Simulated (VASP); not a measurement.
# KF in VASP: a series of runs, part 2 of 2

VASP 6.6.1. The steps go on from the part before.

### Step 3. Single point, PBE (strained)

INCAR

```
SYSTEM = KF
ALGO = Normal
EDIFF = 1E-6
ENCUT = 520
GGA = PE
ISIF = 2
ISMEAR = 0
LASPH = .TRUE.
LCHARG = .FALSE.
LREAL = .FALSE.
LWAVE = .FALSE.
NBANDS = 15
NELM = 100
PREC = Accurate
SIGMA = 0.02
```

KPOINTS

```
k-points
0
G
  8 8 8
  0 0 0
```

POSCAR

```
KF
1.0
   -0.3208200000      2.7486253500      2.7486253500
    2.4278053500      0.0000000000      2.4278053500
    2.4278053500      2.4278053500      0.0000000000
K F
1 1
Direct
    0.0000000000      0.0000000000      0.0000000000
    0.5000000000      0.5000000000      0.5000000000
```

Potentials or basis: VASP PAW PBE potentials, release 64 (K_sv, F).

On the command line:

```console
$ cat potpaw_PBE.64/K_sv/POTCAR potpaw_PBE.64/F/POTCAR > POTCAR
$ mpirun -np 1 vasp_std > vasp.out
```

OUTCAR:

```text
SYSTEM = KF
   EDIFF = 1E-6
   ENCUT = 520
   GGA = PE
   ISIF = 2
   ISMEAR = 0
   LASPH = .TRUE.
   LREAL = .FALSE.
   NELM = 100
   PREC = Accurate

 ion  position               nearest neighbor table
   1  0.000  0.000  0.000-   2 2.60   2 2.60   2 2.60   2 2.60   2 2.60   2 2.60
   2  0.500  0.500  0.500-   1 2.60   1 2.60   1 2.60   1 2.60   1 2.60   1 2.60

  LATTYP: Found a trigonal (rhomboedric) cell.
 ALAT       =     3.9003599964
 COS(alpha) =     0.6125476126

  Lattice vectors:

 A1 = (  -2.7486253500,   2.7486253500,   0.3208200000)
 A2 = (  -2.7486253500,   0.3208200000,   2.7486253500)
 A3 = (  -0.3208200000,   2.7486253500,   2.7486253500)

Analysis of symmetry for initial positions (statically):
=====================================================================
 Subroutine PRICEL returns:
 Original cell was already a primitive cell.

 Routine SETGRP: Setting up the symmetry group for a
 trigonal (rhombohedral) supercell.

 Subroutine GETGRP returns: Found 12 space group operations
 (whereof 12 operations were pure point group operations)
 out of a pool of 12 trial point group operations.

The static configuration has the point symmetry D_3d.

Analysis of symmetry for dynamics (positions and initial velocities):
=====================================================================
 Subroutine PRICEL returns:
 Original cell was already a primitive cell.

 Routine SETGRP: Setting up the symmetry group for a
 trigonal (rhombohedral) supercell.

 Subroutine GETGRP returns: Found 12 space group operations
 (whereof 12 operations were pure point group operations)
 out of a pool of 12 trial point group operations.

The dynamic configuration has the point symmetry D_3d.

 Subroutine INISYM returns: Found 12 space group operations
 (whereof 12 operations are pure point group operations),
 and found     1 'primitive' translations

----------------------------------------------------------------------------------------

                                     Primitive cell

  volume of cell :      34.2931

  direct lattice vectors                    reciprocal lattice vectors
    -0.320820000  2.748625350  2.748625350    -0.171878283  0.171878283  0.171878283
     2.427805350  0.000000000  2.427805350     0.194590973 -0.194590973  0.217303663
     2.427805350  2.427805350  0.000000000     0.194590973  0.217303663 -0.194590973

  length of vectors
     3.900359996  3.433435253  3.433435253     0.297701918  0.350645370  0.350645370

  position of ions in fractional coordinates (direct lattice)
     0.000000000  0.000000000  0.000000000
     0.500000000  0.500000000  0.500000000

  ion indices of the primitive-cell ions
   primitive index   ion index
                 1           1
                 2           2

----------------------------------------------------------------------------------------

 KPOINTS: k-points

Automatic generation of k-mesh.
 Grid dimensions read from file:
 generate k-points for:    8    8    8

 Generating k-lattice:

  Cartesian coordinates                     Fractional coordinates (reciprocal lattice)
    -0.021484785  0.021484785  0.021484785     0.125000000  0.000000000  0.000000000
     0.024323872 -0.024323872  0.027162958     0.000000000  0.125000000  0.000000000
     0.024323872  0.027162958 -0.024323872     0.000000000  0.000000000  0.125000000

  Length of vectors
     0.037212740  0.043830671  0.043830671

  Shift w.r.t. Gamma in fractional coordinates (k-lattice)
     0.000000000  0.000000000  0.000000000

 Subroutine IBZKPT returns following result:
 ===========================================

 Found     65 irreducible k-points:

 Following reciprocal coordinates:
            Coordinates               Weight
  0.000000  0.000000  0.000000      1.000000
  0.125000  0.000000  0.000000      2.000000
  0.250000  0.000000  0.000000      2.000000
  0.375000  0.000000  0.000000      2.000000
  0.500000  0.000000  0.000000      1.000000
  0.000000  0.125000  0.000000      6.000000
[... 16 lines left out ...]
  0.125000  0.375000  0.000000      6.000000
  0.250000  0.375000  0.000000      6.000000
 [... further k-points ...]
   k-points           NKPTS =     65   k-points in BZ     NKDIM =     65   number of bands    NBANDS=     15
   number of dos      NEDOS =    301   number of ions     NIONS =      2
   total plane-waves  NPLWV =  23520
   dimension x,y,z NGX =    30 NGY =   28 NGZ =   28
   dimension x,y,z NGXF=    60 NGYF=   56 NGZF=   56
   ions per type =               1   1
   NGX,Y,Z   is equivalent  to a cutoff of  12.79, 13.56, 13.56 a.u.
   NGXF,Y,Z  is equivalent  to a cutoff of  25.57, 27.12, 27.12 a.u.
 SYSTEM =  KF
   PREC   = accura    normal or accurate (medium, high low for compatibility)
   ISTART =      0    job   : 0-new  1-cont  2-samecut
   ICHARG =      2    charge: 1-file 2-atom 10-const
   ISPIN  =      1    spin polarized calculation?
   LNONCOLLINEAR =      F non collinear calculations
   LSORBIT =      F    spin-orbit coupling
   LASPH  =      T    aspherical Exc in radial PAW
   ENCUT  =  520.0 eV  38.22 Ry    6.18 a.u.   7.25  6.38  6.38*2*pi/ulx,y,z
   NELM   =    100;   NELMIN=  2; NELMDL= -5     # of ELM steps
   EDIFF  = 0.1E-05   stopping-criterion for ELM
   LREAL  =      F    real-space projection
   EDIFFG = 0.1E-04   stopping-criterion for IOM
   NSW    =      0    number of steps for IOM
   IBRION =     -1    ionic relax: 0-MD 1-quasi-New 2-CG
   NFREE  =      0    steps in history (QN), initial steepest desc. (CG)
   ISIF   =      2    stress and relaxation
   ISYM   =      2    0-nonsym 1-usesym 2-fastsym
   POTIM  = 0.5000    time-step for ionic-motion
   TEBEG  =    0.0;   TEEND  =   0.0 temperature during run
   PSTRESS=    0.0 pullay stress
   NELECT =      16.0000    total number of electrons
   NUPDOWN=      -1.0000    fix difference up-down
   EMIN   =  10.00;   EMAX   =-10.00  energy-range for DOS
   EFERMI =   0.00;   METHOD = LEGACY
   ISMEAR =     0;   SIGMA  =   0.02  broadening in eV -4-tet -1-fermi 0-gaus
   EFERMI_NEDOS =   21; number of points for ismear=-14 and -15
   IALGO  =     38    algorithm
   IMIX   =      4    mixing-type and parameters
     AMIX     =   0.40;   BMIX     =  1.00
     AMIX_MAG =   1.60;   BMIX_MAG =  1.00
  volume/ion in A,a.u.               =      17.15       115.71
  Fermi-wavevector in a.u.,A,eV,Ry     =   1.269734  2.399448 21.935628  1.612223
  Thomas-Fermi vector in A             =   2.402759
   LORBIT       =      0    0 simple, 1 ext, 2 COOP (PROOUT), +10 PAW based schemes
   GGA     = PE    functional components
   LHFCALC =     F    Hartree Fock is set to
   AEXX    =    0.0000 exact exchange contribution
   IVDW    =     0    specifies the selected vdW correction
   LEPSILON=     F    determine dielectric tensor
   LRPA    =     F    only Hartree local field effects (RPA)
 non-spin polarized calculation
 Gauss-broadening in eV      SIGMA  =   0.02
  energy-cutoff  :      520.00
  volume of cell :       34.29
 maximum number of plane-waves:       937
 NGX is ok and might be reduce to    30
   NGX = 15   NGY = 13   NGZ = 13

 number of electron      16.0000001 magnetization

 Free energy of the ion-electron system (eV)
  ---------------------------------------------------
  ext. energy  EPLUGINS =         0.00000000
  ---------------------------------------------------
  free energy    TOTEN  =        -8.12675905 eV

  energy without entropy =       -8.12675905  energy(sigma->0) =       -8.12675905

 E-fermi :  -2.1545     XC(G=0):  -8.9279

 val. band max:       -2.2879875078   @ k =   0.0000   0.0000   0.0000
 cond. band min:       4.1975379624   @ k =   0.0000   0.0000   0.0000
 fundamental gap:      6.4855254702
 Fermi energy:        -2.1544564554

 k-point     1 :       0.0000    0.0000    0.0000
  band No.  band energies     occupation
      1     -28.5146      2.00000
      2     -21.1197      2.00000
      3     -11.7499      2.00000
      4     -11.5765      2.00000
      5     -11.5765      2.00000
      6      -2.4994      2.00000
      7      -2.2880      2.00000
      8      -2.2880      2.00000
      9       4.1975      0.00000
     10       7.4400      0.00000
     11       8.8523      0.00000
     12       8.8523      0.00000
     13      10.5573      0.00000
     14      10.5573      0.00000
[... 401 lines left out ...]
      2     -21.1638      2.00000
      3     -12.2362      2.00000
      4     -11.7796      2.00000
      5     -11.7752      2.00000
      6      -3.0154      2.00000
      7      -2.6236      2.00000
      8      -2.4226      2.00000
      9       6.2594      0.00000
     10       7.4732      0.00000
     11      10.0842      0.00000
     12      10.7824      0.00000
     13      11.0088      0.00000
     14      11.7616      0.00000
     15      17.3159      0.00000

 [... further k-points ...]
[... 5 lines left out ...]
  --------------------------------------------------------------------------------------
  -------------------------------------------------------------------------------------
  Total        1.1760384      1.1760384      1.1760384      0.4531266     -0.4531266      0.4531266
  in kB       54.9446422     54.9446422     54.9446422     21.1701255    -21.1701255     21.1701255
  external PRESSURE =      54.9446422 kB  Pullay stress =       0.0000000 kB

 VOLUME and BASIS-vectors are now :
 -----------------------------------------------------------------------------
  energy-cutoff  :      520.00
  volume of cell :       34.29
      direct lattice vectors                 reciprocal lattice vectors
    -0.320820000  2.748625350  2.748625350    -0.171878283  0.171878283  0.171878283
     2.427805350  0.000000000  2.427805350     0.194590973 -0.194590973  0.217303663
     2.427805350  2.427805350  0.000000000     0.194590973  0.217303663 -0.194590973

 POSITION                                       TOTAL-FORCE (eV/Angst)
 -----------------------------------------------------------------------------------
      0.00000      0.00000      0.00000         0.000000     -0.000000      0.000000
      2.26740      2.58822      2.58822        -0.000000      0.000000      0.000000
 -----------------------------------------------------------------------------------
    total drift:                                0.000000      0.000000      0.000000

  FREE ENERGIE OF THE ION-ELECTRON SYSTEM (eV)
  ---------------------------------------------------
  free  energy   TOTEN  =        -8.1267590535 eV

  energy  without entropy=       -8.1267590535  energy(sigma->0) =       -8.12675905
```

stdout:

```text
POSCAR found type information on POSCAR K F
 POSCAR found :  2 types and       2 ions
 scaLAPACK will be used
 LDA part: xc-table for (Slater+PW92), standard interpolation
 POSCAR, INCAR and KPOINTS ok, starting setup
 FFT: planning ... GRIDC
 FFT: planning ... GRID_SOFT
 FFT: planning ... GRID
 WAVECAR not read
 entering main loop
```

It took 26 s on 1 thread of Intel Xeon Platinum 8488C (Sapphire Rapids), shared host; peak memory 0.18 GiB.

What came out:

| Quantity | Value |
| --- | --- |
| Free energy | -8.1268 eV |
| Pressure | 5.5 GPa |
| Band gap on the k mesh | 6.49 eV, direct |

Levels at points of the mesh, in eV from the valence-band top:
| k point | band 4 | band 5 | band 6 | band 7 | band 8 | band 9 | band 10 | band 11 | band 12 | band 13 |
| --- | --- | --- | --- | --- | --- | --- | --- | --- | --- | --- |
| (0.00, 0.00, 0.00) | -9.29 | -9.29 | -0.21 | 0.00 | 0.00 | 6.49 | 9.73 | 11.14 | 11.14 | 12.85 |
| (0.50, 0.00, 0.00) | -9.29 | -9.29 | -1.02 | -0.26 | -0.26 | 8.70 | 10.78 | 11.97 | 11.97 | 14.62 |
| (0.00, 0.50, 0.00) | -9.44 | -9.34 | -1.07 | -0.77 | -0.41 | 9.18 | 11.47 | 11.80 | 13.20 | 14.16 |
| (0.50, 0.50, 0.00) | -9.62 | -9.56 | -0.36 | -0.19 | -0.07 | 8.00 | 10.47 | 12.62 | 13.62 | 14.10 |

Caveat: the cell differs from its parent crystal (strained). A k mesh can miss the band edges.

### Step 4. Single point, PBE (strained)

INCAR

```
SYSTEM = KF
  ALGO = Normal
  EDIFF = 1E-7
  ENCUT = 520
  GGA = PE
  ISIF = 2
  ISMEAR = 0
  LASPH = .True.
  LCHARG = .True.
  LELF = .True.
  LREAL = .False.
  LVHAR = .True.
  LWAVE = .False.
  NBANDS = 15
  NELM = 80
  PREC = Accurate
  SIGMA = 0.02
```

KPOINTS

```
k-points
0
Gamma
  8 8 8
  0 0 0
```

POSCAR

```
KF
1.0
   -0.1069400000      2.6380226550      2.6380226550
    2.5310826550      0.0000000000      2.5310826550
    2.5310826550      2.5310826550      0.0000000000
K F
1 1
Direct
    0.0000000000      0.0000000000      0.0000000000
    0.5000000000      0.5000000000      0.5000000000
```

On the command line:

```console
$ cat potpaw_PBE.64/K_sv/POTCAR potpaw_PBE.64/F/POTCAR > POTCAR
$ mpirun -np 1 vasp_std > vasp.out
```

It took 59 s on 1 thread of AMD EPYC 7R13 (Zen 3), shared host; peak memory 0.14 GiB.

It converged, with:

* Free energy: -8.1981 eV
* Pressure: 6.0 GPa
* Band gap on the k mesh: 6.69 eV, direct

Stress tensor (GPa, compression positive):
```
 5.96  0.53  0.53
 0.53  5.96 -0.53
 0.53 -0.53  5.96
```

Levels at points of the mesh, in eV from the valence-band top:
```csv
k point,band 4,band 5,band 6,band 7,band 8,band 9,band 10,band 11,band 12,band 13
"(0.00, 0.00, 0.00)",-9.07,-9.07,-0.06,0.00,0.00,6.69,10.50,11.11,11.11,12.76
"(0.50, 0.00, 0.00)",-9.09,-9.09,-0.93,-0.38,-0.38,9.30,11.18,12.41,12.41,14.89
"(0.00, 0.50, 0.00)",-9.15,-9.12,-0.94,-0.55,-0.43,9.48,11.43,12.27,12.85,14.80
"(0.50, 0.50, 0.00)",-9.40,-9.34,-0.18,-0.07,-0.03,8.23,10.81,12.63,14.06,14.76
```

Caveat: the cell differs from its parent crystal (strained). A k mesh can miss the band edges.

### Step 5. Single point, PBE (strained)

INCAR

```
ALGO = Normal
EDIFF = 1E-6
ENCUT = 520
GGA = PE
ISIF = 2
ISMEAR = 0
LASPH = True
LCHARG = True
LELF = True
LREAL = False
LVHAR = True
LWAVE = False
NBANDS = 15
NELM = 100
PREC = Accurate
SIGMA = 0.02
```

KPOINTS

```
k-points
0
Gamma
  8 8 8
```

POSCAR

```
KF
1.0
    0.3208200000      2.8135646650      2.8135646650
    2.8135646650      0.3208200000      2.8135646650
    2.8135646650      2.8135646650      0.3208200000
K F
1 1
Direct
    0.0000000000      0.0000000000      0.0000000000
    0.5000000000      0.5000000000      0.5000000000
```

On the command line:

```console
$ cat potpaw_PBE.64/K_sv/POTCAR potpaw_PBE.64/F/POTCAR > POTCAR
$ mpirun -np 1 vasp_std > vasp.out
```

Run time: 85 s. Hardware: 1 thread of AMD EPYC 7R13 (Zen 3), shared host; peak memory 0.15 GiB.

Results (log left out):

- Free energy: -8.1953 eV
- Pressure: 2.0 GPa
- Band gap on the k mesh: 6.07 eV, direct

Stress tensor (GPa, compression positive):
```
 2.04 -2.17 -2.17
-2.17  2.04 -2.17
-2.17 -2.17  2.04
```

Levels at points of the mesh, in eV from the valence-band top:
```
           k point  band 4  band 5  band 6  band 7  band 8  band 9  band 10  band 11  band 12  band 13
(0.00, 0.00, 0.00)   -9.55   -9.55   -0.22    0.00    0.00    6.07     9.61    10.91    10.91    12.52
(0.50, 0.00, 0.00)   -9.67   -9.58   -0.96   -0.67   -0.35    8.93    10.86    11.46    12.78    13.70
(0.50, 0.50, 0.00)   -9.79   -9.77   -0.38   -0.22   -0.08    7.95    10.09    11.97    13.26    13.67
(0.50, 0.50, 0.50)   -9.56   -9.56   -0.95   -0.22   -0.22    8.39    10.23    11.67    11.67    14.14
```

Caveat: the cell differs from its parent crystal (strained).

### Step 6. Summary

```csv
cell,gap on the mesh (eV),pressure (GPa)
"a = 3.720, b = 3.811, c = 3.638 Å, angles 57.5, 60.5, 59.9°, 2 atoms",6.41,4.3
"a = 3.900, b = 3.433, c = 3.433 Å, angles 60.0, 63.9, 63.9°, 2 atoms",6.49,5.5
"a = 3.732, b = 3.579, c = 3.579 Å, angles 60.0, 61.3, 61.3°, 2 atoms",6.69,6.0
"a = 3.992 Å, angles 52.4°, 2 atoms",6.07,2.0
```

Alike in all rows: task single point; level PBE; potentials or basis VASP PAW PBE potentials, release 64 (K_sv, F); no spin polarisation; k mesh 8 × 8 × 8; cutoff (eV) 520; smearing gaussian 0.02 eV.

Absolute energies hang on the potentials; compare differences alone.
